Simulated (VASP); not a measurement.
A run of VASP 6.6.1 is set up as follows.

File INCAR:

```
PREC = Accurate ; ENCUT = 520
EDIFF = 1E-6 ; ISMEAR = 0
SIGMA = 0.05 ; LREAL = False
LASPH = True ; NELM = 100
ALGO = Normal ; ISIF = 2
LWAVE = False ; LCHARG = False
GGA = CA ; NBANDS = 35
```

KPOINTS

```
regular mesh
0
Gamma
  10 10 10
```

File POSCAR:

```
SnO2
1.0
   -1.8272239936      1.8272239936      5.2937745019
    1.8272239936     -1.8272239936      5.2937745019
    1.8272239936      1.8272239936     -5.2937745019
Sn O
2 4
Direct
    0.7500000000      0.2500000000      0.5000000000
    0.0000000000      0.0000000000      0.0000000000
    0.7969975834      0.7969975834      0.0000000000
    0.9530024166      0.4530024166      0.5000000000
    0.2030024166      0.2030024166      0.0000000000
    0.5469975834      0.0469975834      0.5000000000
```

Potentials or basis: VASP PAW LDA potentials, release 64 (Sn_d, O).

The run is started by

```bash
$ cat potpaw_LDA.64/Sn_d/POTCAR potpaw_LDA.64/O/POTCAR > POTCAR
$ mpirun -np 1 vasp_std > vasp.out
```

(1) What does it give for the band gap on the k mesh?

(2) What does it give for the largest force?

(3) Predict the pressure.

Results:

(1) 2.87 eV (least direct gap 3.48 eV).

(2) 1.152 eV/Å.

(3) 35.7 GPa.

Caveat: the cell differs from its parent crystal (strain -0.080 along x and y, +0.040 along z); the cell stands under pressure; spin-orbit coupling is left out, which moves the levels of the heavy elements; forces of over 1 eV/Å act on the atoms, so gaps and moduli don't describe the material at rest.
